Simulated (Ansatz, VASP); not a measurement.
**One calculation of SnTe3, two programs**

File INCAR:

```
SYSTEM = SnTe3
PREC = Accurate ; ENCUT = 600
EDIFF = 1E-6 ; ISMEAR = 0
SIGMA = 0.1 ; LREAL = .FALSE.
LASPH = .TRUE. ; NELM = 80
ALGO = Normal ; ISIF = 3
LWAVE = .FALSE. ; LCHARG = .FALSE.
GGA = PE ; IBRION = 2
NSW = 100 ; EDIFFG = -0.01
```

File KPOINTS:

```
regular mesh
0
G
  10 10 10
  0 0 0
```

File POSCAR:

```
SnTe3
1.0
    4.9028237781      0.0000000000      0.0000000000
    0.0000000000      4.9028237781      0.0000000000
    0.0000000000      0.0000000000      4.9028237781
Sn Te
1 3
Direct
    0.0000000000      0.0000000000      0.0000000000
    0.0000000000      0.5000000000      0.5000000000
    0.5000000000      0.0000000000      0.5000000000
    0.5000000000      0.5000000000      0.0000000000
```

Input for Ansatz:

```yaml
crystal:
  lattice:
    - [4.9028237781, 0.0, 0.0]
    - [0.0, 4.9028237781, 0.0]
    - [0.0, 0.0, 4.9028237781]
  atoms:
    - { symbol: Sn, position: [0.0, 0.0, 0.0] }
    - { symbol: Te, position: [0.0, 0.5, 0.5] }
    - { symbol: Te, position: [0.5, 0.0, 0.5] }
    - { symbol: Te, position: [0.5, 0.5, 0.0] }
basis:
  ecutwfc: 420
kpoints:
  mp_grid: { grid: [10, 10, 10] }
hamiltonian:
  xc: pbe
scf:
  occupations: { method: gaussian, width: 0.1 }
output:
  forces: true
  stress: true
  eigenvalues: true
  write_density: true
  write_potential: true
  elf: true
  volumetric_format: npy
relax:
  adjacent_minimum: "off"
  f_tol: 0.01
  max_steps: 80
  cell: { stress_tol: 0.05 }
```

Change from the starting cell: species swapped into the SmY3 type (Pm-3m, No. 221).

Alike in both runs: task relaxation of cell and atoms; functional PBE; k mesh 10 × 10 × 10; occupations gaussian, width 0.1 eV; no spin polarisation.

|  | VASP | Ansatz |
| --- | --- | --- |
| version | VASP 6.6.1 | Ansatz 0.2.0 |
| potentials or method | VASP PAW PBE potentials, release 64 (Sn_d, Te), cutoff 600 eV | scalar-relativistic, plane waves, PAW |
| valence electrons in the cell | 32 | 62 |

Ansatz gave:

| Quantity | Value |
| --- | --- |
| gap on the k mesh at the Fermi level, each at its own relaxed structure (eV) | none |
| relaxed volume (Å³/atom) | 29.17 |
| relaxed cell length with the largest relative difference (Å) | 4.886 |

Question: Estimate VASP's values.

Answer: gap on the k mesh at the Fermi level, each at its own relaxed structure (eV): none; relaxed volume (Å³/atom): 29.14; relaxed cell length with the largest relative difference (Å): 4.885.

A gap of «none» marks a metal or a gap that the smearing closes. VASP's potentials hold 32 valence electrons a cell and Ansatz's 62, so a difference there can come from the potentials and not from the codes.

Spin-orbit coupling is off throughout.
